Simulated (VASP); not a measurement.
The system is Al.

```
Al
1.0
    -1.59122    1.59122    1.59122
     1.59122   -1.59122    1.59122
     1.59122    1.59122   -1.59122
Al
1
Direct
  0.00000 0.00000 0.00000
```

```yaml
Program: VASP 6.6.1
Task: relaxation of cell and atoms
Functional: PBEsol
Potentials_or_basis: VASP PAW PBE potentials, release 64 (Al)
Cutoff: 600 eV
k_mesh: 9 × 9 × 9
Occupations: gaussian, width 0.1 eV
Spin: no spin polarisation
```

At the start: pressure 2.4 GPa; volume 16.12 Å³/atom.

Q: Where does the relaxation end?

A: Over 3 steps the energy falls by 3.5 meV/atom and the volume is 16.59 Å³/atom (+3.0 %); space group Im-3m (No. 229, to 0.05 Å).

The path:
```
step  energy change (eV)  largest force (eV/Å)  pressure (GPa)  volume (Å³)
   1              0.0000                0.0000            2.38        16.12
   2             -0.0034                0.0000           -0.40        16.68
   3             -0.0035                0.0000            0.00        16.59
```

Final structure:
```
Al
1.0
    -1.60678    1.60678    1.60678
     1.60678   -1.60678    1.60678
     1.60678    1.60678   -1.60678
Al
1
Direct
  0.00000 0.00000 0.00000
```

Caveat: the PAW data sets were made with another functional, which shifts forces and pressure a little.
